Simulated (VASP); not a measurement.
Set up this calculation in VASP 6.6.1, as the native input.

| Property | Result |
| --- | --- |
| Task | single point |
| Functional | PBEsol |
| Potentials or basis | VASP PAW PBE potentials, release 64 (Nb_sv, Zn, P) |
| Cutoff | 520 eV |
| k mesh | 4 × 4 × 6 |
| Occupations | fermi-dirac, width 0.03 eV |
| Spin | no spin polarisation |
| Dipole correction | no |
| Further INCAR settings | ALGO = Normal; EDIFF = 1e-06; NBANDS = 35 |

The structure of NbZn2P3 lies in POSCAR:

```
NbZn2P3
1.0
    2.3800412145     -4.0836745991      0.0000000000
    2.3800412145      4.0836745991      0.0000000000
    0.0000000000      0.0000000000      4.6796803227
Nb Zn P
1 2 3
Direct
    0.0000000000      0.0000000000      0.0000000000
    0.5000000000      0.0000000000      0.5000000000
    0.0000000000      0.5000000000      0.5000000000
    0.6726031202      0.3273968798      0.0000000000
    0.3273968798      0.6726031202      0.0000000000
    0.5000000000      0.5000000000      0.5000000000
```

The input as run:

INCAR

```
ALGO = Normal
EDIFF = 1E-6
ENCUT = 520
GGA = PS
ISIF = 2
ISMEAR = -1
LASPH = True
LCHARG = True
LELF = True
LREAL = False
LVHAR = True
LWAVE = False
NBANDS = 35
NELM = 60
PREC = Accurate
SIGMA = 0.03
```

KPOINTS

```
k-points
0
Gamma
  4 4 6
```

Potentials or basis: VASP PAW PBE potentials, release 64 (Nb_sv, Zn, P).

Launch:

```console
$ cat potpaw_PBE.64/Nb_sv/POTCAR potpaw_PBE.64/Zn/POTCAR potpaw_PBE.64/P/POTCAR > POTCAR
$ mpirun -np 1 vasp_std > vasp.out
```

Results of the run:

* Pressure: 0.2 GPa
* Band gap on the k mesh: zero (band 26 reaches 8.70 eV, above the bottom of band 27 at 7.87 eV)

Caveat: the k points lie up to 0.38 Å⁻¹ apart; the PAW data sets were made with another functional, which shifts forces and pressure a little.

It took 41 s on 1 thread of Intel(R) Xeon(R) 6975P-C (Granite Rapids) (shared host), peak memory 0.24 GiB.
